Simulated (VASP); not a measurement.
# Mg (P6/mmm) in VASP: a series of runs, part 2 of 3

VASP 6.6.1. Earlier steps stand in the parts before.

## (5) Single point, PBEsol (volume scaled by 1.12)

File INCAR:

```
  PREC = Accurate
  ENCUT = 520
  EDIFF = 1E-7
  ISMEAR = -1
  SIGMA = 0.1
  LREAL = False
  LASPH = True
  NELM = 80
  ALGO = Normal
  ISIF = 2
  LWAVE = False
  LCHARG = False
  GGA = PS
  NBANDS = 10
```

File KPOINTS:

```
regular mesh
0
Gamma
  8 8 12
```

File POSCAR:

```
Mg
1.0
    5.2686851353      0.0000000000      0.0000000000
   -2.6343425676      4.5628151717      0.0000000000
    0.0000000000      0.0000000000      3.1920003344
Mg
3
Direct
    1.0000000000      0.0000000000      0.0000000000
    0.3333333333      0.6666666667      0.5000000000
    0.6666666667      0.3333333333      0.5000000000
```

Potentials or basis: VASP PAW PBE potentials, release 64 (Mg).

Command:

```
> cat potpaw_PBE.64/Mg/POTCAR > POTCAR
> mpirun -np 1 vasp_std > vasp.out
```

OUTCAR:

```text
PREC = Accurate
   ENCUT = 520
   EDIFF = 1E-7
   ISMEAR = -1
   LREAL = False
   LASPH = True
   NELM = 80
   ISIF = 2
   GGA = PS

 ion  position               nearest neighbor table
   1  0.000  0.000  0.000-   2 3.44   3 3.44   2 3.44   3 3.44   2 3.44   2 3.44   3 3.44   3 3.44
                             3 3.44   3 3.44   2 3.44   2 3.44
   2  0.333  0.667  0.500-   3 3.04   3 3.04   3 3.04   1 3.44   1 3.44   1 3.44   1 3.44   1 3.44
                             1 3.44
   3  0.667  0.333  0.500-   2 3.04   2 3.04   2 3.04   1 3.44   1 3.44   1 3.44   1 3.44   1 3.44
                             1 3.44

  LATTYP: Found a hexagonal cell.
 ALAT       =     5.2686851353
 C/A-ratio  =     0.6058438211

  Lattice vectors:

 A1 = (   5.2686851353,   0.0000000000,   0.0000000000)
 A2 = (  -2.6343425676,   4.5628151717,   0.0000000000)
 A3 = (   0.0000000000,   0.0000000000,   3.1920003344)

Analysis of symmetry for initial positions (statically):
=====================================================================
 Subroutine PRICEL returns:
 Original cell was already a primitive cell.

 Routine SETGRP: Setting up the symmetry group for a
 hexagonal supercell.

 Subroutine GETGRP returns: Found 24 space group operations
 (whereof 24 operations were pure point group operations)
 out of a pool of 24 trial point group operations.

The static configuration has the point symmetry D_6h.

Analysis of symmetry for dynamics (positions and initial velocities):
=====================================================================
 Subroutine PRICEL returns:
 Original cell was already a primitive cell.

 Routine SETGRP: Setting up the symmetry group for a
 hexagonal supercell.

 Subroutine GETGRP returns: Found 24 space group operations
 (whereof 24 operations were pure point group operations)
 out of a pool of 24 trial point group operations.

The dynamic configuration has the point symmetry D_6h.

 Subroutine INISYM returns: Found 24 space group operations
 (whereof 24 operations are pure point group operations),
 and found     1 'primitive' translations

----------------------------------------------------------------------------------------

                                     Primitive cell

  volume of cell :      76.7358

  direct lattice vectors                    reciprocal lattice vectors
     5.268685135  0.000000000  0.000000000     0.189800676  0.109581471  0.000000000
    -2.634342568  4.562815172  0.000000000     0.000000000  0.219162943  0.000000000
     0.000000000  0.000000000  3.192000334     0.000000000  0.000000000  0.313283175

  length of vectors
     5.268685135  5.268685135  3.192000334     0.219162943  0.219162943  0.313283175

  position of ions in fractional coordinates (direct lattice)
     0.000000000  0.000000000  0.000000000
     0.333333333  0.666666667  0.500000000
     0.666666667  0.333333333  0.500000000

  ion indices of the primitive-cell ions
   primitive index   ion index
                 1           1
                 2           2
                 3           3

----------------------------------------------------------------------------------------

 KPOINTS: regular mesh

Automatic generation of k-mesh.
 Grid dimensions read from file:
 generate k-points for:    8    8   12

[... 22 lines left out ...]
  0.250000  0.000000  0.000000      6.000000
  0.375000  0.000000  0.000000      6.000000
  0.500000  0.000000  0.000000      3.000000
  0.125000  0.125000  0.000000      6.000000
[... 16 lines left out ...]
  0.250000  0.000000  0.166667     12.000000
  0.375000  0.000000  0.166667     12.000000
 [... further k-points ...]
   k-points           NKPTS =     70   k-points in BZ     NKDIM =     70   number of bands    NBANDS=     10
   number of dos      NEDOS =    301   number of ions     NIONS =      3
   total plane-waves  NPLWV =  38400
   dimension x,y,z NGX =    40 NGY =   40 NGZ =   24
   dimension x,y,z NGXF=    80 NGYF=   80 NGZF=   48
   ions per type =               3
   NGX,Y,Z   is equivalent  to a cutoff of  12.62, 12.62, 12.50 a.u.
   NGXF,Y,Z  is equivalent  to a cutoff of  25.24, 25.24, 25.00 a.u.
 SYSTEM =  unknown system
   PREC   = accura    normal or accurate (medium, high low for compatibility)
   ISTART =      0    job   : 0-new  1-cont  2-samecut
   ICHARG =      2    charge: 1-file 2-atom 10-const
   ISPIN  =      1    spin polarized calculation?
   LNONCOLLINEAR =      F non collinear calculations
   LSORBIT =      F    spin-orbit coupling
   LASPH  =      T    aspherical Exc in radial PAW
   ENCUT  =  520.0 eV  38.22 Ry    6.18 a.u.   9.80  9.80  5.94*2*pi/ulx,y,z
   NELM   =     80;   NELMIN=  2; NELMDL= -5     # of ELM steps
   EDIFF  = 0.1E-06   stopping-criterion for ELM
   LREAL  =      F    real-space projection
   EDIFFG = 0.1E-05   stopping-criterion for IOM
   NSW    =      0    number of steps for IOM
   IBRION =     -1    ionic relax: 0-MD 1-quasi-New 2-CG
   NFREE  =      0    steps in history (QN), initial steepest desc. (CG)
   ISIF   =      2    stress and relaxation
   ISYM   =      2    0-nonsym 1-usesym 2-fastsym
   POTIM  = 0.5000    time-step for ionic-motion
   TEBEG  =    0.0;   TEEND  =   0.0 temperature during run
   PSTRESS=    0.0 pullay stress
   NELECT =       6.0000    total number of electrons
   NUPDOWN=      -1.0000    fix difference up-down
   EMIN   =  10.00;   EMAX   =-10.00  energy-range for DOS
   EFERMI =   0.00;   METHOD = LEGACY
   ISMEAR =    -1;   SIGMA  =   0.10  broadening in eV -4-tet -1-fermi 0-gaus
   EFERMI_NEDOS =   21; number of points for ismear=-14 and -15
   IALGO  =     38    algorithm
   IMIX   =      4    mixing-type and parameters
     AMIX     =   0.40;   BMIX     =  1.00
     AMIX_MAG =   1.60;   BMIX_MAG =  1.00
  volume/ion in A,a.u.               =      25.58       172.61
  Fermi-wavevector in a.u.,A,eV,Ry     =   0.700045  1.322893  6.667710  0.490063
  Thomas-Fermi vector in A             =   1.784090
   LORBIT       =      0    0 simple, 1 ext, 2 COOP (PROOUT), +10 PAW based schemes
   GGA     = PS    functional components
   LHFCALC =     F    Hartree Fock is set to
   AEXX    =    0.0000 exact exchange contribution
   IVDW    =     0    specifies the selected vdW correction
   LEPSILON=     F    determine dielectric tensor
   LRPA    =     F    only Hartree local field effects (RPA)
 non-spin polarized calculation
  energy-cutoff  :      520.00
  volume of cell :       76.74
 maximum number of plane-waves:      2086
 NGX is ok and might be reduce to    40
   NGX = 19   NGY = 19   NGZ = 11

 number of electron       6.0000000 magnetization

 Free energy of the ion-electron system (eV)
  ---------------------------------------------------
  ext. energy  EPLUGINS =         0.00000000
  ---------------------------------------------------
  free energy    TOTEN  =        -4.92765111 eV

  energy without entropy =       -4.88349287  energy(sigma->0) =       -4.90557199

 E-fermi :   2.0968     XC(G=0):  -8.2010

 val. band max:        2.0887971353   @ k =   0.3750   0.0000   0.2500
 cond. band min:       2.1576201931   @ k =   0.1250   0.0000   0.0833
 fundamental gap:      0.0688230577
 Fermi energy:         2.0968213692

 k-point     1 :       0.0000    0.0000    0.0000
  band No.  band energies     occupation
      1      -4.4220      2.00000
      2       2.3449      0.15445
      3       2.3449      0.15445
      4       2.4015      0.09075
      5       2.4015      0.09075
      6       3.1342      0.00006
      7       3.1762      0.00004
      8       9.4693      0.00000
      9       9.9707      0.00000
     10      14.6092      0.00000
[... 287 lines left out ...]
 k-point    24 :       0.3750    0.0000    0.1667
  band No.  band energies     occupation
      1      -3.0014      2.00000
      2      -1.2285      2.00000
      3       1.1846      1.99978
      4       1.6009      1.98606
      5       6.2072      0.00000
      6       6.2301      0.00000
      7       6.9100      0.00000
      8       8.0124      0.00000
      9       9.2042      0.00000
     10       9.4988      0.00000

 [... further k-points ...]
[... 5 lines left out ...]
  --------------------------------------------------------------------------------------
  -------------------------------------------------------------------------------------
  Total       -1.5817422     -1.5817422     -1.5271978     -0.0000000      0.0000000      0.0000000
  in kB      -33.0254114    -33.0254114    -31.8865709     -0.0000000      0.0000000      0.0000000
  external PRESSURE =     -32.6457979 kB  Pullay stress =       0.0000000 kB

 VOLUME and BASIS-vectors are now :
 -----------------------------------------------------------------------------
  energy-cutoff  :      520.00
  volume of cell :       76.74
      direct lattice vectors                 reciprocal lattice vectors
     5.268685135  0.000000000  0.000000000     0.189800676  0.109581471  0.000000000
    -2.634342568  4.562815172  0.000000000     0.000000000  0.219162943  0.000000000
     0.000000000  0.000000000  3.192000334     0.000000000  0.000000000  0.313283175

 POSITION                                       TOTAL-FORCE (eV/Angst)
 -----------------------------------------------------------------------------------
      0.00000      0.00000      0.00000         0.000000      0.000000      0.000000
     -0.00000      3.04188      1.59600        -0.000000      0.000000      0.000000
      2.63434      1.52094      1.59600         0.000000     -0.000000      0.000000
 -----------------------------------------------------------------------------------
    total drift:                                0.000000     -0.000000      0.000000

  FREE ENERGIE OF THE ION-ELECTRON SYSTEM (eV)
  ---------------------------------------------------
  free  energy   TOTEN  =        -4.9276511144 eV

  energy  without entropy=       -4.8834928706  energy(sigma->0) =       -4.90557199
```

OSZICAR:

```text
N       E                     dE             d eps       ncg     rms          rms(c)
DAV:   1     0.876989690085E+00    0.87699E+00   -0.19354E+03  1400   0.418E+02
DAV:   2    -0.483873988646E+01   -0.57157E+01   -0.55292E+01  1866   0.424E+01
DAV:   3    -0.496252727806E+01   -0.12379E+00   -0.12235E+00  1870   0.498E+00
DAV:   4    -0.496301722788E+01   -0.48995E-03   -0.48977E-03  1738   0.327E-01
DAV:   5    -0.496302105862E+01   -0.38307E-05   -0.38306E-05  1676   0.295E-02    0.119E+00
DAV:   6    -0.494458324774E+01    0.18438E-01   -0.15684E-03  1618   0.261E-01    0.761E-01
DAV:   7    -0.492764631966E+01    0.16937E-01   -0.67635E-03  1508   0.485E-01    0.420E-02
DAV:   8    -0.492765321846E+01   -0.68988E-05   -0.45574E-05  1738   0.416E-02    0.864E-03
DAV:   9    -0.492765137595E+01    0.18425E-05   -0.21083E-06  1640   0.681E-03    0.826E-04
DAV:  10    -0.492765116515E+01    0.21080E-06   -0.13357E-07  1426   0.115E-03    0.219E-04
DAV:  11    -0.492765111442E+01    0.50728E-07   -0.85602E-09   926   0.459E-04
   1 F= -.49276511E+01 E0= -.49055720E+01  d E =-.441582E-01
```

It took 32 s on 1 thread of Intel Xeon Platinum 8488C (Sapphire Rapids), shared host; peak memory 0.21 GiB.

What came out:

```yaml
Free_energy: -4.9277 eV
Pressure: -3.3 GPa
Band_gap_on_the_k_mesh: zero (band 3 reaches 5.33 eV, above the bottom of band 4 at 1.09 eV)
```

Caveat: the PAW data sets were made with another functional, which shifts forces and pressure a little.

(Part 2 of 3 ends here.)
